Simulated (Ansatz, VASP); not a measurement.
## Si5Ge in VASP and in Ansatz

```
CELL_PARAMETERS angstrom
4.47567 0.00000 0.00000
-2.23783 3.87604 0.00000
0.00000 0.00000 5.39308
ATOMIC_POSITIONS crystal
Si 0.00000 0.00000 0.00000
Si 0.33333 0.66667 0.23938
Si 0.66667 0.33333 0.23938
Si 0.66667 0.33333 0.76062
Si 0.33333 0.66667 0.76062
Ge 0.00000 0.00000 0.50000
```

Alike in both runs: functional PBE; k mesh 12 × 12 × 8; occupations gaussian, width 0.1 eV; no spin polarisation.

Ansatz relaxed the structure, and its values are those at the end. VASP's run is a single point on that final structure, the one shown.

|  | VASP | Ansatz |
| --- | --- | --- |
| version | VASP 6.6.1 | Ansatz 0.2.0 |
| potentials or method | VASP PAW PBE potentials, release 64 (Si, Ge_d), cutoff 520 eV | scalar-relativistic, plane waves, PAW |
| valence electrons in the cell | 34 | 34 |

|  | VASP | Ansatz | Ansatz less VASP |
| --- | --- | --- | --- |
| gap on the k mesh at the Fermi level (eV) | none | none | - |
| pressure (GPa) | 0.0 | 0.0 | +0.04 |

A gap of «none» marks a metal or a gap that the smearing closes. With one functional, cell and mesh, what is left measures potentials, basis and numerics.
